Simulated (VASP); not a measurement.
Set up this calculation in VASP 6.6.1, as the native input.

* Task: relaxation of cell and atoms
* Functional: r2SCAN
* Potentials or basis: VASP PAW PBE potentials, release 64 (Tl_d, Br)
* Cutoff: 550 eV
* k mesh: 6 × 6 × 6
* Occupations: gaussian, width 0.01 eV
* Spin: no spin polarisation
* Target pressure: 7 GPa
* Dipole correction: no
* Further INCAR settings: ALGO = Normal; EDIFF = 1e-07; IBRION = 2; EDIFFG = -0.002; NSW = 100; ISIF = 3

TlBr:

```xyz
2
Lattice="3.9964 0.0000 0.0000 0.0000 3.9964 0.0000 0.0000 0.0000 3.9964" Properties=species:S:1:pos:R:3 pbc="T T T"
Tl    0.0000    0.0000    0.0000
Br    1.9982    1.9982    1.9982
```

These files were run (other wordings do the same):

POSCAR

```
TlBr
1.0
    3.9964367115      0.0000000000      0.0000000000
    0.0000000000      3.9964367115      0.0000000000
    0.0000000000      0.0000000000      3.9964367115
Tl Br
1 1
Direct
    0.0000000000      0.0000000000      0.0000000000
    0.5000000000      0.5000000000      0.5000000000
```

INCAR.step1

```
PREC = Accurate ; ENCUT = 550
ISMEAR = 0 ; SIGMA = 0.01
LREAL = False ; LASPH = True
NELM = 120 ; GGA = PE
ALGO = Normal ; EDIFF = 1E-5
LWAVE = True ; LCHARG = False
GGA_COMPAT = False ; IBRION = 2
ISIF = 3 ; EDIFFG = -0.005
NELMIN = 4 ; NSW = 100
```

INCAR.step2

```
PREC = Accurate ; ENCUT = 550
EDIFF = 1E-7 ; ISMEAR = 0
SIGMA = 0.01 ; LREAL = False
LASPH = True ; NELM = 120
ALGO = Normal ; ISIF = 3
LWAVE = False ; LCHARG = False
METAGGA = R2SCAN ; LMIXTAU = True
IBRION = 2 ; NSW = 100
EDIFFG = -0.002 ; PSTRESS = 70.0
ISTART = 1 ; GGA_COMPAT = False
NELMIN = 4
```

KPOINTS

```
Automatic mesh
0
Gamma
  6 6 6
```

Potentials or basis: VASP PAW PBE potentials, release 64 (Tl_d, Br).

Run with:

```sh
$ cat potpaw_PBE.64/Tl_d/POTCAR potpaw_PBE.64/Br/POTCAR > POTCAR
$ cp INCAR.step1 INCAR
$ mpirun -np 1 vasp_std > vasp.out
$ cp INCAR.step2 INCAR
$ mpirun -np 1 vasp_std > vasp.out
```

Results of the run:

```
Relaxed volume                                             : 26.67 Å³/atom
Relaxed cell                                               : a = 3.764 Å, b = 3.764 Å, c = 3.764 Å, α = 90.00°, β = 90.00°, γ = 90.00°
Space group after relaxing (to 0.1 Å)                      : Pm-3m (No. 221)
Energy change on relaxing (the run minimises the enthalpy) : +95.2 meV/atom
Ionic steps                                                : 15
Pressure after relaxing                                    : 7.0 GPa
Band gap on the k mesh                                     : 1.66 eV (least direct gap 1.80 eV)
```

Caveat: the cell is relaxed towards a set pressure, so the run minimises the enthalpy, not the energy; the volume moved by over 15 % at a fixed basis, so the end points are rough; the PAW data sets were made with another functional, which shifts forces and pressure a little; spin-orbit coupling is left out, which moves the levels of the heavy elements.

Run time: 4 min on 1 thread of Intel(R) Xeon(R) 6975P-C (Granite Rapids) (shared host), peak memory 0.2 GiB.
